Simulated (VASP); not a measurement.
Write the native input for VASP 6.6.1 that does the following.

| Property | Result |
| --- | --- |
| Task | single point |
| Functional | PBEsol |
| Potentials or basis | VASP PAW PBE potentials, release 64 (Co, O) |
| Cutoff | 520 eV |
| k mesh | 16 × 16 × 16 |
| Occupations | gaussian, width 0.1 eV |
| Spin | non-collinear spin, typed start, spin-orbit coupling |
| Starting moments | [[0.0, 3.0, 0.0], [0.0, 0.0, 0.0]] μB |
| Dipole correction | no |
| Further INCAR settings | ALGO = Fast; EDIFF = 1e-06; NBANDS = 27 |

The structure of CoO lies in POSCAR:

```
CoO
1.0
    0.0000000000      2.1744804960      2.1744804960
    2.1744804960      0.0000000000      2.1744804960
    2.1744804960      2.1744804960      0.0000000000
Co O
1 1
Direct
    0.0000000000      0.0000000000      0.0000000000
    0.2500000000      0.2500000000      0.2500000000
```

These files were run (other wordings do the same):

INCAR

```
SYSTEM = CoO
ALGO = Fast
EDIFF = 1E-6
ENCUT = 520
GGA = PS
GGA_COMPAT = .False.
ISIF = 2
ISMEAR = 0
LASPH = .True.
LCHARG = .False.
LMAXMIX = 4
LORBIT = 11
LORBMOM = .True.
LREAL = .False.
LSORBIT = .True.
LWAVE = .False.
MAGMOM = 0 3 0 0 0 0
NBANDS = 27
NELM = 150
PREC = Accurate
SIGMA = 0.1
```

KPOINTS

```
k-points
0
Gamma
  16 16 16
  0 0 0
```

Potentials or basis: VASP PAW PBE potentials, release 64 (Co, O).

Command:

```console
$ cat potpaw_PBE.64/Co/POTCAR potpaw_PBE.64/O/POTCAR > POTCAR
$ mpirun -np 1 vasp_ncl > vasp.out
```

It gave:

The pressure is 0.0 GPa, the net moment is 1.82 μB per cell and the valence electrons inside the program's atomic spheres are Co 8.26; O 4.99.

Caveat: the PAW data sets were made with another functional, which shifts forces and pressure a little; a cell with one magnetic atom can't hold antiferromagnetic order, which such compounds often take.

It took 33 min on 1 thread of Oxide Virtual Turin-like Processor, on a shared host, peak memory 0.81 GiB.
